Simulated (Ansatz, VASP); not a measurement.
# Two plane-wave programs on Tl3Ge2H

```
Tl Ge H
1.0
     7.70291    0.00000    0.00000
    -3.85146    6.67092    0.00000
     0.00000    0.00000    3.82894
Tl Ge H
3 2 1
Direct
  0.00000 0.50000 0.00000
  0.50000 0.00000 0.00000
  0.50000 0.50000 0.00000
  0.33333 0.66667 0.50000
  0.66667 0.33333 0.50000
  0.00000 0.00000 0.50000
```

Change from the starting cell: species swapped into the TmB2Rh3 type (P6/mmm, No. 191).

Alike in both runs: functional PBE; k mesh 6 × 6 × 10; occupations gaussian, width 0.1 eV; no spin polarisation.

Ansatz relaxed the structure, and its values are those at the end. VASP's run is a single point on that final structure, the one shown.

|  | VASP | Ansatz |
| --- | --- | --- |
| version | VASP 6.6.1 | Ansatz 0.2.0 |
| potentials or method | VASP PAW PBE potentials, release 64 (Tl_d, Ge_d, H), cutoff 520 eV | scalar-relativistic, plane waves, PAW |
| valence electrons in the cell | 68 | 68 |

```csv
,VASP,Ansatz,Ansatz less VASP
gap on the k mesh at the Fermi level (eV),none,none,-
pressure (GPa),0.0,0.0,+0.03
```

A gap of «none» marks a metal or a gap that the smearing closes.

Spin-orbit coupling is off throughout.
